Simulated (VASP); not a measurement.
# Cd in VASP: further runs, part 2 of 2

VASP 6.6.1.

### Step 4. Single point, PBEsol (the cell strained at random)

Contents of INCAR:

```
PREC = Accurate
ENCUT = 520
EDIFF = 1E-6
ISMEAR = 0
SIGMA = 0.1
LREAL = F
LASPH = T
NELM = 60
ALGO = Fast
ISIF = 2
LWAVE = F
LCHARG = F
GGA = PS
NBANDS = 12
```

Contents of KPOINTS:

```
Automatic mesh
0
Gamma
  14 14 14
```

Contents of POSCAR:

```
Cd
1.0
   -0.0088282360      2.1950809926      2.2803688505
    2.2616476666     -0.0379081792      2.3094487937
    2.2446122765      2.2071255457     -0.0208727891
Cd
1
Direct
    0.0000000000      0.0000000000      0.0000000000
```

Potentials or basis: VASP PAW PBE potentials, release 64 (Cd).

The run is started by

```sh
$ cat potpaw_PBE.64/Cd/POTCAR > POTCAR
$ mpirun -np 1 vasp_std > vasp.out
```

OUTCAR:

```text
PREC = Accurate
   ENCUT = 520
   EDIFF = 1E-6
   ISMEAR = 0
   LREAL = F
   LASPH = T
   NELM = 60
   ISIF = 2
   GGA = PS

 ion  position               nearest neighbor table
   1  0.000  0.000  0.000-

  LATTYP: Found a triclinic cell.
 ALAT       =     3.1480348028
 B/A-ratio  =     2.9790960654
 C/A-ratio  =     1.0231292602
 COS(alpha) =     0.0000573688
 COS(beta)  =     0.5062182511
 COS(gamma) =     0.8274984084

  Lattice vectors:

 A1 = (  -2.2446122765,  -2.2071255457,   0.0208727891)
 A2 = (  -2.2099204144,  -8.8423212558,  -2.2095433291)
 A3 = (  -2.2534405125,  -0.0120445531,   2.3012416396)

Analysis of symmetry for initial positions (statically):
=====================================================================
 Subroutine PRICEL returns:
 Original cell was already a primitive cell.

 Routine SETGRP: Setting up the symmetry group for a
 triclinic supercell.

 Subroutine GETGRP returns: Found  2 space group operations
 (whereof  2 operations were pure point group operations)
 out of a pool of  2 trial point group operations.

The static configuration has the point symmetry S_2 .

Analysis of symmetry for dynamics (positions and initial velocities):
=====================================================================
 Subroutine PRICEL returns:
 Original cell was already a primitive cell.

 Routine SETGRP: Setting up the symmetry group for a
 triclinic supercell.

 Subroutine GETGRP returns: Found  2 space group operations
 (whereof  2 operations were pure point group operations)
 out of a pool of  2 trial point group operations.

The dynamic configuration has the point symmetry S_2 .

 Subroutine INISYM returns: Found  2 space group operations
 (whereof  2 operations are pure point group operations),
 and found     1 'primitive' translations

----------------------------------------------------------------------------------------

                                     Primitive cell

  volume of cell :      23.1046

  direct lattice vectors                    reciprocal lattice vectors
    -0.008828236  2.195080993  2.280368850    -0.220582112  0.226406583  0.219732813
     2.261647667 -0.037908179  2.309448794     0.219821467 -0.221530300  0.214095885
     2.244612276  2.207125546 -0.020872789     0.223153882  0.224102070 -0.214856530

  length of vectors
     3.165207828  3.232652306  3.148034803     0.384966126  0.378462942  0.382338490

  position of ions in fractional coordinates (direct lattice)
     0.000000000  0.000000000  0.000000000

  ion indices of the primitive-cell ions
   primitive index   ion index
                 1           1

----------------------------------------------------------------------------------------

 KPOINTS: Automatic mesh

Automatic generation of k-mesh.
 Grid dimensions read from file:
 generate k-points for:   14   14   14

 Generating k-lattice:

  Cartesian coordinates                     Fractional coordinates (reciprocal lattice)
    -0.015755865  0.016171899  0.015695201     0.071428571 -0.000000000 -0.000000000
     0.015701533 -0.015823593  0.015292563    -0.000000000  0.071428571 -0.000000000
     0.015939563  0.016007291 -0.015346895    -0.000000000  0.000000000  0.071428571

  Length of vectors
     0.027497580  0.027033067  0.027309892

  Shift w.r.t. Gamma in fractional coordinates (k-lattice)
     0.000000000  0.000000000  0.000000000

 Subroutine IBZKPT returns following result:
 ===========================================

 Found   1376 irreducible k-points:

 Following reciprocal coordinates:
            Coordinates               Weight
  0.000000  0.000000  0.000000      1.000000
  0.071429 -0.000000 -0.000000      2.000000
  0.142857  0.000000 -0.000000      2.000000
  0.214286  0.000000 -0.000000      2.000000
  0.285714  0.000000 -0.000000      2.000000
  0.357143  0.000000 -0.000000      2.000000
[... 16 lines left out ...]
  0.000000  0.142857  0.000000      2.000000
  0.071429  0.142857  0.000000      2.000000
 [... further k-points ...]
   k-points           NKPTS =   1376   k-points in BZ     NKDIM =   1376   number of bands    NBANDS=     12
   number of dos      NEDOS =    301   number of ions     NIONS =      1
   total plane-waves  NPLWV =  13824
   dimension x,y,z NGX =    24 NGY =   24 NGZ =   24
   dimension x,y,z NGXF=    48 NGYF=   48 NGZF=   48
   ions per type =               1
   NGX,Y,Z   is equivalent  to a cutoff of  12.61, 12.34, 12.67 a.u.
   NGXF,Y,Z  is equivalent  to a cutoff of  25.21, 24.69, 25.35 a.u.
 SYSTEM =  unknown system
   PREC   = accura    normal or accurate (medium, high low for compatibility)
   ISTART =      0    job   : 0-new  1-cont  2-samecut
   ICHARG =      2    charge: 1-file 2-atom 10-const
   ISPIN  =      1    spin polarized calculation?
   LNONCOLLINEAR =      F non collinear calculations
   LSORBIT =      F    spin-orbit coupling
   LASPH  =      T    aspherical Exc in radial PAW
   ENCUT  =  520.0 eV  38.22 Ry    6.18 a.u.   5.89  6.01  5.85*2*pi/ulx,y,z
   NELM   =     60;   NELMIN=  2; NELMDL= -5     # of ELM steps
   EDIFF  = 0.1E-05   stopping-criterion for ELM
   LREAL  =      F    real-space projection
   EDIFFG = 0.1E-04   stopping-criterion for IOM
   NSW    =      0    number of steps for IOM
   IBRION =     -1    ionic relax: 0-MD 1-quasi-New 2-CG
   NFREE  =      0    steps in history (QN), initial steepest desc. (CG)
   ISIF   =      2    stress and relaxation
   ISYM   =      2    0-nonsym 1-usesym 2-fastsym
   POTIM  = 0.5000    time-step for ionic-motion
   TEBEG  =    0.0;   TEEND  =   0.0 temperature during run
   PSTRESS=    0.0 pullay stress
   NELECT =      12.0000    total number of electrons
   NUPDOWN=      -1.0000    fix difference up-down
   EMIN   =  10.00;   EMAX   =-10.00  energy-range for DOS
   EFERMI =   0.00;   METHOD = LEGACY
   ISMEAR =     0;   SIGMA  =   0.10  broadening in eV -4-tet -1-fermi 0-gaus
   EFERMI_NEDOS =   21; number of points for ismear=-14 and -15
   IALGO  =     68    algorithm
   IMIX   =      4    mixing-type and parameters
     AMIX     =   0.40;   BMIX     =  1.00
     AMIX_MAG =   1.60;   BMIX_MAG =  1.00
  volume/ion in A,a.u.               =      23.10       155.92
  Fermi-wavevector in a.u.,A,eV,Ry     =   1.315940  2.486766 23.561176  1.731698
  Thomas-Fermi vector in A             =   2.446087
   LORBIT       =      0    0 simple, 1 ext, 2 COOP (PROOUT), +10 PAW based schemes
   GGA     = PS    functional components
   LHFCALC =     F    Hartree Fock is set to
   AEXX    =    0.0000 exact exchange contribution
   IVDW    =     0    specifies the selected vdW correction
   LEPSILON=     F    determine dielectric tensor
   LRPA    =     F    only Hartree local field effects (RPA)
 non-spin polarized calculation
 RMM-DIIS sequential band-by-band and
 Gauss-broadening in eV      SIGMA  =   0.10
  energy-cutoff  :      520.00
  volume of cell :       23.10
 maximum number of plane-waves:       635
   NGX = 11   NGY = 13   NGZ = 11

 number of electron      11.9999997 magnetization

 Free energy of the ion-electron system (eV)
  ---------------------------------------------------
  ext. energy  EPLUGINS =         0.00000000
  ---------------------------------------------------
  free energy    TOTEN  =        -1.16143704 eV

  energy without entropy =       -1.16019472  energy(sigma->0) =       -1.16081588

 E-fermi :   2.2047     XC(G=0): -10.8651

 val. band max:        2.2012124942   @ k =  -0.3571  -0.1429   0.3571
 cond. band min:       2.2363463731   @ k =  -0.1429   0.4286   0.0714
 fundamental gap:      0.0351338788
 Fermi energy:         2.2047400652

 k-point     1 :       0.0000    0.0000    0.0000
  band No.  band energies     occupation
      1      -6.7359      2.00000
      2      -6.6703      2.00000
      3      -6.6048      2.00000
      4      -6.3074      2.00000
      5      -6.2191      2.00000
      6      -6.1507      2.00000
      7      15.7573      0.00000
      8      16.3083      0.00000
      9      16.7197      0.00000
     10      17.0388      0.00000
     11      19.5245      0.00000
     12      19.9570      0.00000
[... 331 lines left out ...]
 k-point    24 :       0.0714    0.1429    0.0000
  band No.  band energies     occupation
      1      -6.7884      2.00000
      2      -6.6118      2.00000
      3      -6.5368      2.00000
      4      -6.3721      2.00000
      5      -6.1932      2.00000
      6      -5.6747      2.00000
      7      12.7768      0.00000
      8      15.0108      0.00000
      9      15.7741      0.00000
     10      16.9551      0.00000
     11      18.4957      0.00000
     12      20.8354      0.00000

 [... further k-points ...]
[... 5 lines left out ...]
  --------------------------------------------------------------------------------------
  -------------------------------------------------------------------------------------
  Total       -0.5643817     -0.4663449     -0.7371724      0.0318516      0.0485823     -0.0110618
  in kB      -39.1368504    -32.3385201    -51.1189548      2.2087365      3.3689207     -0.7670770
  external PRESSURE =     -40.8647751 kB  Pullay stress =       0.0000000 kB

 VOLUME and BASIS-vectors are now :
 -----------------------------------------------------------------------------
  energy-cutoff  :      520.00
  volume of cell :       23.10
      direct lattice vectors                 reciprocal lattice vectors
    -0.008828236  2.195080993  2.280368850    -0.220582112  0.226406583  0.219732813
     2.261647667 -0.037908179  2.309448794     0.219821467 -0.221530300  0.214095885
     2.244612276  2.207125546 -0.020872789     0.223153882  0.224102070 -0.214856530

 POSITION                                       TOTAL-FORCE (eV/Angst)
 -----------------------------------------------------------------------------------
      0.00000      0.00000      0.00000         0.000000      0.000000      0.000000
 -----------------------------------------------------------------------------------
    total drift:                               -0.000000      0.000000      0.000000

  FREE ENERGIE OF THE ION-ELECTRON SYSTEM (eV)
  ---------------------------------------------------
  free  energy   TOTEN  =        -1.1614370426 eV

  energy  without entropy=       -1.1601947186  energy(sigma->0) =       -1.16081588
```

OSZICAR:

```text
N       E                     dE             d eps       ncg     rms          rms(c)
DAV:   1     0.700458756990E+02    0.70046E+02   -0.69011E+03 35184   0.984E+02
DAV:   2     0.639582745741E-01   -0.69982E+02   -0.66433E+02 36028   0.235E+02
DAV:   3    -0.123029280770E+01   -0.12943E+01   -0.12936E+01 39340   0.360E+01
DAV:   4    -0.123188721744E+01   -0.15944E-02   -0.15944E-02 36696   0.125E+00
DAV:   5    -0.123189102774E+01   -0.38103E-05   -0.38103E-05 39364   0.613E-02    0.253E+00
RMM:   6    -0.116632857349E+01    0.65562E-01   -0.11518E-01 33605   0.357E+00    0.214E+00
RMM:   7    -0.116202704843E+01    0.43015E-02   -0.63292E-03 34632   0.699E-01    0.119E+00
RMM:   8    -0.116141471150E+01    0.61234E-03   -0.14742E-03 36394   0.593E-01    0.794E-02
RMM:   9    -0.116143047790E+01   -0.15766E-04   -0.52970E-05 37313   0.876E-02    0.230E-02
RMM:  10    -0.116143780420E+01   -0.73263E-05   -0.22140E-05 36466   0.708E-02    0.138E-02
RMM:  11    -0.116143704264E+01    0.76156E-06   -0.34128E-06 33938   0.195E-02
   1 F= -.11614370E+01 E0= -.11608159E+01  d E =-.124232E-02
```

It took 88 s on 1 thread of Intel Xeon 6975P-C (Granite Rapids), shared host; peak memory 0.44 GiB.

What came out:

```
Free energy            : -1.1614 eV
Pressure               : -4.1 GPa
Band gap on the k mesh : zero (bands 6 and 7 overlap by 3.22 eV)
```

Stress tensor (GPa, compression positive):
```
-3.91  0.22 -0.08
 0.22 -3.23  0.34
-0.08  0.34 -5.11
```

Caveat: the cell differs from its parent crystal (the cell strained at random); the cell stands under tension; the PAW data sets were made with another functional, which shifts forces and pressure a little.

### Step 5. Single point, PBEsol (the cell strained at random)

Contents of INCAR:

```
PREC     = Accurate       # precision mode
ENCUT    = 520            # plane-wave cutoff, eV
EDIFF    = 1E-6           # SCF threshold, eV
ISMEAR   = 0              # smearing method
SIGMA    = 0.1            # smearing width, eV
LREAL    = F              # projectors in reciprocal space
LASPH    = T              # aspherical terms in the spheres
NELM     = 60             # most SCF steps
ALGO     = Fast           # electronic algorithm
ISIF     = 2              # what is computed and relaxed
LWAVE    = F              # write WAVECAR
LCHARG   = F              # write CHGCAR
GGA      = PS             # functional
NBANDS   = 12             # bands
```

KPOINTS is that of step 4.

Contents of POSCAR:

```
Cd
1.0
   -0.0053457409      2.3604662380      2.3350018788
    2.3028608890      0.0111794747      2.3184766632
    2.3057666651      2.3468467985      0.0082736986
Cd
1
Direct
    0.0000000000      0.0000000000      0.0000000000
```

The run is started by

```sh
$ cat potpaw_PBE.64/Cd/POTCAR > POTCAR
$ mpirun -np 1 vasp_std > vasp.out
```

Run time: 1.8 min. Hardware: 1 thread of Intel Xeon 6975P-C (Granite Rapids), shared host; peak memory 0.47 GiB.

The run converged. Its results:

| Item | Value |
| --- | --- |
| Free energy | -1.0956 eV |
| Pressure | -6.2 GPa |
| Band gap on the k mesh | zero (bands 6 and 7 overlap by 3.05 eV) |

Stress tensor (GPa, compression positive):
```
-5.85  0.01  0.07
 0.01 -6.66 -0.15
 0.07 -0.15 -6.19
```

Levels at points of the mesh, in eV from the Fermi level:
```csv
k point,band 2,band 3,band 4,band 5,band 6,band 7,band 8,band 9,band 10,band 11
"(0.00, 0.00, 0.00)",-8.67,-8.66,-8.36,-8.33,-7.77,13.30,13.45,13.63,13.76,16.65
"(0.50, 0.00, 0.00)",-8.69,-8.66,-8.08,-8.06,-1.79,-1.55,11.27,11.57,12.64,15.08
"(0.00, 0.50, 0.00)",-8.70,-8.65,-8.07,-8.06,-1.73,-1.40,11.05,11.39,12.55,14.88
"(0.50, 0.50, 0.00)",-9.07,-8.09,-8.01,-7.98,-0.41,0.95,6.28,6.36,9.98,10.17
"(0.00, 0.00, 0.50)",-8.71,-8.65,-8.07,-8.06,-1.74,-1.43,11.04,11.45,12.59,14.87
"(0.50, 0.00, 0.50)",-9.07,-8.09,-8.00,-7.99,-0.54,0.74,6.42,6.53,10.14,10.33
"(0.00, 0.50, 0.50)",-9.07,-8.09,-8.00,-7.98,-0.33,1.07,6.07,6.37,9.79,10.16
"(0.50, 0.50, 0.50)",-8.68,-8.67,-8.08,-8.05,-1.77,-1.50,11.24,11.49,12.59,15.06
```

Caveat: the cell differs from its parent crystal (the cell strained at random); the cell stands under tension; the PAW data sets were made with another functional, which shifts forces and pressure a little.

### Step 6. Single point, PBEsol (strained)

Contents of INCAR:

```
SYSTEM = Cd
PREC = Accurate
ENCUT = 520
EDIFF = 1E-7
ISMEAR = 0
SIGMA = 0.1
LREAL = .False.
LASPH = .True.
NELM = 100
ALGO = Fast
ISIF = 2
LWAVE = .False.
LCHARG = .True.
GGA = PS
LELF = .True.
LVHAR = .True.
ISYM = 0
NBANDS = 12
```

Contents of KPOINTS:

```
Automatic mesh
0
Gamma
  15 15 16
  0 0 0
```

Contents of POSCAR:

```
Cd
1.0
    0.0000000000      2.0852825800      2.0852825800
    2.0852825800      0.0000000000      2.0852825800
    2.1740085700      2.1740085700     -0.0887259900
Cd
1
Direct
    0.0000000000      0.0000000000      0.0000000000
```

Potentials or basis: VASP PAW PBE potentials, release 64 (Cd).

The run is started by

```sh
$ cat potpaw_PBE.64/Cd/POTCAR > POTCAR
$ mpirun -np 1 vasp_std > vasp.out
```

It took 1.8 min on 1 thread of Intel Xeon 6975P-C (Granite Rapids), shared host; peak memory 0.49 GiB.

The run converged. Its results:

- Free energy: -1.1512 eV
- Pressure: 6.8 GPa
- Band gap on the k mesh: zero (bands 6 and 7 overlap by 3.95 eV)

Stress tensor (GPa, compression positive):
```
 6.91 -0.18  0.60
-0.18  6.91  0.60
 0.60  0.60  6.61
```

Levels at points of the mesh, in eV from the Fermi level:
```csv
k point,band 4,band 5,band 6,band 7,band 8,band 9
"(0.00, 0.00, 0.00)",-9.41,-8.84,-8.84,13.47,15.51,16.94
"(0.00, 0.00, 0.50)",-8.43,-8.42,-3.22,-1.92,13.97,14.69
```

Caveat: the cell differs from its parent crystal (strained); the cell stands under pressure; the PAW data sets were made with another functional, which shifts forces and pressure a little.

### Step 7. Overview

```csv
cell,k mesh,gap on the mesh (eV),pressure (GPa)
"a = 3.208 Å, angles 60.0°, 1 atom",16 × 16 × 16,none,-4.2
"a = 3.205, b = 3.142, c = 3.142 Å, angles 60.0, 60.6, 60.6°, 1 atom",14 × 15 × 15,none,-3.2
"a = 3.165, b = 3.233, c = 3.148 Å, angles 60.9, 61.4, 59.7°, 1 atom",14 × 14 × 14,none,-4.1
"a = 3.320, b = 3.268, c = 3.290 Å, angles 60.1, 59.5, 60.0°, 1 atom",14 × 14 × 14,none,-6.2
"a = 2.949, b = 2.949, c = 3.076 Å, angles 61.4, 61.4, 60.0°, 1 atom",15 × 15 × 16,none,6.8
```

Alike in all rows: task single point; level PBEsol; potentials or basis VASP PAW PBE potentials, release 64 (Cd); no spin polarisation; cutoff (eV) 520; smearing gaussian 0.1 eV.

Caveats: the PAW data sets were made with another functional, which shifts forces and pressure a little; the cell stands under tension (at least some runs); the cell stands under pressure (at least some runs).

Absolute energies hang on the potentials; compare differences alone.

The gap in the log of VASP goes by the Fermi energy; the results here count the filled bands.